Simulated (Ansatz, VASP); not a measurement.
Two plane-wave programs on InAs

File INCAR:

```
SYSTEM = InAs
PREC = Accurate ; ENCUT = 520
EDIFF = 1E-6 ; ISMEAR = -1
SIGMA = 0.02 ; LREAL = .False.
LASPH = .True. ; NELM = 100
ALGO = Normal ; ISIF = 2
LWAVE = .False. ; LCHARG = .False.
GGA = PE ; NBANDS = 16
```

KPOINTS

```
regular mesh
0
Gamma
  2 2 2
  0 0 0
```

The input POSCAR:

```
InAs
1.0
    0.0000000000      3.0545904655      3.0545904655
    3.0545904655      0.0000000000      3.0545904655
    3.0545904655      3.0545904655      0.0000000000
In As
1 1
Direct
    0.0000000000      0.0000000000      0.0000000000
    0.2500000000      0.2500000000      0.2500000000
```

Input for Ansatz:

```yaml
crystal:
  lattice:
    - [0.0, 3.0545904655, 3.0545904655]
    - [3.0545904655, 0.0, 3.0545904655]
    - [3.0545904655, 3.0545904655, 0.0]
  atoms:
    - { symbol: In, position: [0.0, 0.0, 0.0] }
    - { symbol: As, position: [0.25, 0.25, 0.25] }
kpoints:
  mp_grid: { grid: [2, 2, 2] }
hamiltonian:
  xc: pbe
scf:
  occupations: { method: fermi_dirac, width: 0.02 }
  n_extra_bands: 4
output:
  forces: true
  stress: true
  eigenvalues: true
```

Alike in both runs: task single point; functional PBE; k mesh 2 × 2 × 2; occupations fermi-dirac, width 0.02 eV; no spin polarisation.

|  | VASP | Ansatz |
| --- | --- | --- |
| version | VASP 6.6.1 | Ansatz 0.2.0 |
| potentials or method | VASP PAW PBE potentials, release 64 (In_d, As) | plane waves |
| plane-wave cutoff (eV) | 520 | 420 |
| valence electrons in the cell | 18 | 28 |

```tsv
	VASP	Ansatz	Ansatz less VASP
pressure (GPa)	9.3	9.2	-0.11
```

VASP's potentials hold 18 valence electrons a cell and Ansatz's 28, so a difference there can come from the potentials and not from the codes.

The k mesh is coarse, so the values compare programs but aren't converged.
